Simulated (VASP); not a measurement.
Runs of VASP 6.6.1 on Re. The structure is that of space group P6_3/mmc (No. 194), or close to it. The cells are those of the table. 

```tsv
cell	gap on the mesh (eV)	pressure (GPa)
a = 2.742, b = 2.742, c = 4.436 Å, angles 90.0, 90.0, 120.0°, 2 atoms	none	7.4
a = 2.811, b = 2.811, c = 4.547 Å, angles 90.0, 90.0, 120.0°, 2 atoms	none	-19.6
a = 2.718, b = 2.718, c = 4.398 Å, angles 90.0, 90.0, 120.0°, 2 atoms	none	19.2
a = 2.788, b = 2.788, c = 4.511 Å, angles 90.0, 90.0, 120.0°, 2 atoms	none	(a)
a = 2.765, b = 2.765, c = 4.474 Å, angles 90.0, 90.0, 120.0°, 2 atoms	none	(b)
```

Alike in all rows: task electric field gradients; level r2SCAN; potentials or basis VASP PAW PBE potentials, release 64 (Re); no spin polarisation; k mesh 14 × 14 × 8; cutoff (eV) 520; smearing fermi-dirac 0.08 eV.

**Question.** Fill in the values left out.

**Answer.** (a) -11.8; (b) -2.9.

Caveats: the PAW data sets were made with another functional, which shifts forces and pressure a little; spin-orbit coupling is left out, which moves the levels of the heavy elements.

A k mesh can miss the band edges, and the runs leave out spin-orbit coupling on Re.

A gap of «none» marks levels without a gap at the run's occupations.
